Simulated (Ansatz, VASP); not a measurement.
**AgCl in VASP and in Ansatz**

The input INCAR:

```
PREC = Accurate
ENCUT = 520
EDIFF = 1E-8
ISMEAR = -1
SIGMA = 0.01
LREAL = F
LASPH = T
NELM = 80
ALGO = Normal
ISIF = 2
LWAVE = F
LCHARG = F
GGA = PE
LEFG = T
NBANDS = 16
```

Contents of KPOINTS:

```
regular mesh
0
Gamma
  9 9 9
```

Contents of POSCAR:

```
AgCl
1.0
    3.5013229026      0.0000000000      0.0000000000
    0.0000000000      3.5013229026      0.0000000000
    0.0000000000      0.0000000000      3.5013229026
Ag Cl
1 1
Direct
    0.0000000000      0.0000000000      0.0000000000
    0.5000000000      0.5000000000      0.5000000000
```

Input for Ansatz:

```yaml
crystal:
  lattice:
    - [3.5013229026, 0.0, 0.0]
    - [0.0, 3.5013229026, 0.0]
    - [0.0, 0.0, 3.5013229026]
  atoms:
    - { symbol: Ag, position: [0.0, 0.0, 0.0] }
    - { symbol: Cl, position: [0.5, 0.5, 0.5] }
kpoints:
  mp_grid: { grid: [9, 9, 9] }
scf:
  occupations: { method: fermi_dirac, width: 0.01 }
hamiltonian:
  xc: pbe
  pseudopotentials: { kind: all_electron, datasets: crystal }
output:
  forces: true
  stress: true
  eigenvalues: true
  efg: { contact_densities: true }
```

Change from the starting cell: volume scaled by 1.06, crystal datasets.

Alike in both runs: task electric field gradients; functional PBE; k mesh 9 × 9 × 9; occupations fermi-dirac, width 0.01 eV; no spin polarisation.

```csv
,VASP,Ansatz
version,VASP 6.6.1,Ansatz 0.2.0
potentials or method,"VASP PAW PBE potentials, release 64 (Ag, Cl), cutoff 520 eV","all-electron PAW with datasets made for the crystal, scalar-relativistic"
```

|  | VASP | Ansatz | Ansatz less VASP |
| --- | --- | --- | --- |
| gap on the k mesh at the Fermi level (eV) | 0.60 | 0.60 | +0.002 |
| pressure (GPa) | -2.6 | -2.4 | +0.11 |

Ansatz ran all-electron here, and VASP with PAW potentials.
